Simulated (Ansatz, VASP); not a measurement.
**Two plane-wave programs on SiGe5**

```
Si Ge
1.0
     2.91736    0.00000    0.00000
    -1.45868    2.52651    0.00000
     0.00000    0.00000   14.18054
Si Ge
1 5
Direct
  0.00000 0.00000 0.00000
  0.66667 0.33333 0.83533
  0.00000 0.00000 0.66764
  0.66667 0.33333 0.50000
  0.00000 0.00000 0.33236
  0.66667 0.33333 0.16467
```

Change from the starting cell: species swapped into the MgCd5 type (P-6m2, No. 187).

Alike in both runs: task relaxation of cell and atoms; functional PBE; k mesh 6 × 6 × 2; occupations gaussian, width 0.1 eV; no spin polarisation.

```csv
,VASP,Ansatz
version,VASP 6.6.1,Ansatz 0.2.0
potentials or method,"VASP PAW PBE potentials, release 64 (Si, Ge_d), cutoff 600 eV","scalar-relativistic, plane waves, PAW"
valence electrons in the cell,74,74
```

```csv
,VASP,Ansatz,Ansatz less VASP
"gap on the k mesh at the Fermi level, each at its own relaxed structure (eV)",none,none,-
relaxed volume (Å³/atom),18.67,18.77,+0.100
relaxed cell length with the largest relative difference (Å),3.018,3.024,+0.0068
```

A gap of «none» marks a metal or a gap that the smearing closes.

The k mesh is coarse, so the values compare programs but aren't converged.
